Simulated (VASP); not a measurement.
Runs of VASP 6.6.1 on GaP. The structure is that of space group I-4m2 (No. 119), or close to it. The cells are those of the table. 

```csv
cell,gap on the mesh (eV),pressure (GPa)
"a = 3.830, b = 3.830, c = 3.907 Å, angles 59.3, 59.3, 61.3°, 2 atoms",1.22,(b)
"a = 4.006, b = 4.006, c = 3.627 Å, angles 63.1, 63.1, 53.8°, 2 atoms",0.55,1.9
"a = 3.746, b = 3.746, c = 4.326 Å, angles 54.7, 54.7, 70.5°, 2 atoms",none,-0.8
"a = 3.925, b = 3.925, c = 3.734 Å, angles 61.6, 61.6, 56.8°, 2 atoms",1.14,2.3
"a = 4.095, b = 4.095, c = 3.531 Å, angles 64.5, 64.5, 51.1°, 2 atoms",none,1.8
"a = 3.755, b = 3.755, c = 4.187 Å, angles 56.1, 56.1, 67.8°, 2 atoms",none,0.9
"a = 3.752, b = 3.752, c = 4.449 Å, angles 53.6, 53.6, 72.7°, 2 atoms",none,-2.4
"a = 4.205, b = 4.205, c = 3.434 Å, angles 65.9, 65.9, 48.2°, 2 atoms",none,(a)
"a = 4.292, b = 4.292, c = 3.367 Å, angles 66.9, 66.9, 46.2°, 2 atoms",none,1.1
"a = 3.808, b = 3.808, c = 3.963 Å, angles 58.6, 58.6, 62.7°, 2 atoms",0.84,2.3
"a = 3.776, b = 3.776, c = 4.069 Å, angles 57.4, 57.4, 65.2°, 2 atoms",0.18,1.8
```

Alike in all rows: task single point; level PBE; potentials or basis VASP PAW PBE potentials, release 64 (Ga_d, P); no spin polarisation; k mesh 10 × 10 × 10; cutoff (eV) 520; smearing gaussian 0.05 eV.

**Question.** Fill in the values left out.

**Answer.** (a) 1.4; (b) 2.4.

A k mesh can miss the band edges, and the runs leave out spin-orbit coupling on Ga.

A gap of «none» marks levels without a gap at the run's occupations.
